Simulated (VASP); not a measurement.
Al:

```
CELL_PARAMETERS angstrom
-1.59122 1.59122 1.59122
1.59122 -1.59122 1.59122
1.59122 1.59122 -1.59122
ATOMIC_POSITIONS crystal
Al 0.00000 0.00000 0.00000
```

This isn't the form of Al at room conditions, which is fcc.

```yaml
Program: VASP 6.6.1
Task: relaxation of cell and atoms
Functional: PBE0
Potentials_or_basis: VASP PAW PBE potentials, release 64 (Al)
Cutoff: 600 eV
k_mesh: 6 × 6 × 6
Occupations: fermi-dirac, width 0.05 eV
Spin: no spin polarisation
```

At the start: pressure 3.2 GPa; volume 16.12 Å³/atom.

Q: Where does the relaxation end?

A: Over 3 steps the energy falls by 6.1 meV/atom and the volume is 16.74 Å³/atom (+3.9 %); space group Im-3m (No. 229, to 0.1 Å) before and after.

Step by step:
```csv
step,energy change (eV),largest force (eV/Å),pressure (GPa),volume (Å³)
1,0.0000,0.0000,3.21,16.12
2,-0.0058,0.0000,-0.63,16.88
3,-0.0061,0.0000,-0.01,16.74
```

Final structure:
```xyz
1
Lattice="-1.6115 1.6115 1.6115 1.6115 -1.6115 1.6115 1.6115 1.6115 -1.6115" Properties=species:S:1:pos:R:3 pbc="T T T"
Al    0.0000    0.0000    0.0000
```

Caveat: the k points lie up to 0.46 Å⁻¹ apart in the final cell, too coarse for converged energies and pressures of a metal; the PAW data sets were made with another functional, which shifts forces and pressure a little.
